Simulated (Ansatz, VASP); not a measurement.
## One calculation of AlN, two programs

```
CELL_PARAMETERS angstrom
3.15767 0.00000 0.00000
-1.57883 2.73462 0.00000
0.00000 0.00000 4.97800
ATOMIC_POSITIONS crystal
Al 0.33333 0.66667 0.00000
Al 0.66667 0.33333 0.50000
N 0.33333 0.66667 0.38500
N 0.66667 0.33333 0.88500
```

Change from the starting cell: strain +0.015 along x and y, +0.000 along z, atoms carried along.

Alike in both runs: task single point; functional PBEsol; k mesh 9 × 9 × 6; occupations gaussian, width 0.05 eV; no spin polarisation.

|  | VASP | Ansatz |
| --- | --- | --- |
| version | VASP 6.6.1 | Ansatz 0.2.0 |
| potentials or method | VASP PAW PBE potentials, release 64 (Al, N), cutoff 520 eV | scalar-relativistic, plane waves, PAW |
| valence electrons in the cell | 16 | 16 |

|  | VASP | Ansatz | Ansatz less VASP |
| --- | --- | --- | --- |
| gap on the k mesh at the Fermi level (eV) | 3.80 | 3.78 | -0.014 |
| least direct gap on the mesh (eV) | 3.80 | 3.78 | -0.014 |
| pressure (GPa) | -5.4 | -5.3 | +0.06 |
| traceless stress, the component that is largest in VASP (GPa) | 2.71 | 2.68 | -0.034 |
| rms of the force components (eV/Å) | 0.013 | 0.014 | +0.0008 |

VASP's potentials were made for PBE, not for PBEsol. Atom by atom the forces differ by 0.001 eV/Å (rms over components). With one functional, cell and mesh, what is left measures potentials, basis and numerics.
